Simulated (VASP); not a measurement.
Input of a VASP 6.6.1 run:

Contents of INCAR:

```
SYSTEM = Li2O
PREC = Accurate
ENCUT = 750
EDIFF = 1E-6
ISMEAR = 0
SIGMA = 0.05
LREAL = .FALSE.
LASPH = .TRUE.
NELM = 120
ALGO = Normal
ISIF = 2
LWAVE = .FALSE.
LCHARG = .TRUE.
GGA = PE
LELF = .TRUE.
LVHAR = .TRUE.
NBANDS = 13
GGA_COMPAT = .FALSE.
```

The input KPOINTS:

```
regular mesh
0
G
  8 8 8
  0 0 0
```

File POSCAR:

```
Li2O
1.0
    0.0000000000      2.3787850000      2.3787850000
    2.3787850000      0.0000000000      2.3787850000
    2.3787850000      2.3787850000      0.0000000000
Li O
2 1
Direct
    0.2500000000      0.2500000000      0.2500000000
    0.7500000000      0.7500000000      0.7500000000
    0.0000000000      0.0000000000      0.0000000000
```

Potentials or basis: VASP PAW PBE potentials, release 64 (Li_sv, O).

Command:

```console
$ cat potpaw_PBE.64/Li_sv/POTCAR potpaw_PBE.64/O/POTCAR > POTCAR
$ mpirun -np 1 vasp_std > vasp.out
```

**Question.** Predict the pressure.

**Answer.** -6.1 GPa.

**Question.** Predict the band gap on the k mesh.

**Answer.** 4.65 eV, direct.

Caveat: the cell differs from its parent crystal (strain +0.030 along x and y, +0.030 along z). A k mesh can miss the band edges.
